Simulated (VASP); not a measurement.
Crystal: Sb2Mo (CdI2 type).

```
CELL_PARAMETERS angstrom
3.98560 0.00000 0.00000
-1.99280 3.45163 0.00000
0.00000 0.00000 6.37696
ATOMIC_POSITIONS crystal
Mo 0.00000 0.00000 0.00000
Sb 0.33333 0.66667 0.25000
Sb 0.66667 0.33333 0.75000
```

```yaml
Program: VASP 6.6.1
Task: relaxation of cell and atoms
Functional: PBE
Potentials_or_basis: VASP PAW PBE potentials, release 64 (Mo_sv, Sb)
Cutoff: 600 eV
k_mesh: 12 × 12 × 7
Occupations: fermi-dirac, width 0.03 eV
Spin: no spin polarisation
```

At the start: pressure -6.7 GPa; volume 29.24 Å³/atom.

How do energy, volume and symmetry change on relaxing?

Over 19 steps the energy falls by 375.1 meV/atom and the volume is 22.58 Å³/atom (-22.8 %); space group P-3m1 (No. 164, to 0.05 Å).

The path:
```
step  energy change (eV)  largest force (eV/Å)  pressure (GPa)  volume (Å³)
   1              0.0000                0.4341           -6.70        87.73
   2             -0.3956                2.6058            6.20        72.98
   3             -0.4103                2.2625            3.63        74.93
   4             -0.7782                1.9288            4.51        71.39
   5             -0.9531                0.8362            8.20        65.46
   6             -0.9821                1.1520            6.80        66.97
   7             -1.0552                0.2082           -3.47        72.56
   8             -1.0806                0.2074           -0.39        70.58
   9             -1.0852                0.2040           -0.37        70.35
  10             -1.0987                0.1937           -0.27        69.68
  11             -1.1195                0.1327            0.13        68.32
  12             -1.0945                0.1806            2.06        65.56
  13             -1.1236                0.1178            0.55        67.67
  14             -1.1242                0.0755            0.77        67.27
  15             -1.1150                0.3079           -1.80        68.42
  16             -1.1251                0.0165            0.14        67.53
  17             -1.1253                0.0071            0.01        67.69
  18             -1.1253                0.0036           -0.04        67.75
  19             -1.1253                0.0041           -0.03        67.74
```

Final structure:
```
Mo Sb
1.0
     3.47966    0.00000    0.00000
    -1.73983    3.01347    0.00000
     0.00000    0.00000    6.46045
Mo Sb
1 2
Direct
  0.00000 0.00000 0.00000
  0.33333 0.66667 0.29165
  0.66667 0.33333 0.70835
```

Caveat: the volume moved by over 15 % at a fixed basis, so the end points are rough.
